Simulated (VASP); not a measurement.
Write the native input for VASP 6.6.1 that does the following.

```yaml
Task: single point
Functional: PBE
Potentials_or_basis: VASP PAW PBE potentials, release 64 (Mg, O)
Cutoff: 600 eV
k_mesh: 7 × 7 × 7
Occupations: fermi-dirac, width 0.02 eV
Spin: no spin polarisation
Dipole_correction: no
Further_INCAR_settings: ALGO = Normal; EDIFF = 1e-06; NBANDS = 11
```

The structure of MgO lies in POSCAR:

```
MgO
1.0
    0.0000000000      2.1620000000      2.1620000000
    2.1620000000      0.0000000000      2.1620000000
    2.1620000000      2.1620000000      0.0000000000
Mg O
1 1
Direct
    0.0000000000      0.0000000000      0.0000000000
    0.5000000000      0.5000000000      0.5000000000
```

These files were run (other wordings do the same):

INCAR

```
SYSTEM = MgO
PREC = Accurate
ENCUT = 600
EDIFF = 1E-6
ISMEAR = -1
SIGMA = 0.02
LREAL = .FALSE.
LASPH = .TRUE.
NELM = 120
ALGO = Normal
ISIF = 2
LWAVE = .FALSE.
LCHARG = .TRUE.
GGA = PE
LELF = .TRUE.
LVHAR = .TRUE.
NBANDS = 11
GGA_COMPAT = .FALSE.
```

KPOINTS

```
regular mesh
0
G
  7 7 7
  0 0 0
```

Potentials or basis: VASP PAW PBE potentials, release 64 (Mg, O).

Launch:

```bash
$ cat potpaw_PBE.64/Mg/POTCAR potpaw_PBE.64/O/POTCAR > POTCAR
$ mpirun -np 1 vasp_std > vasp.out
```

Results of the run:

```
Pressure               : -7.6 GPa
Band gap on the k mesh : 4.00 eV, direct
```

Run time: 16 s on 1 thread of AMD EPYC 7R13, with other jobs on the host, peak memory 0.11 GiB.
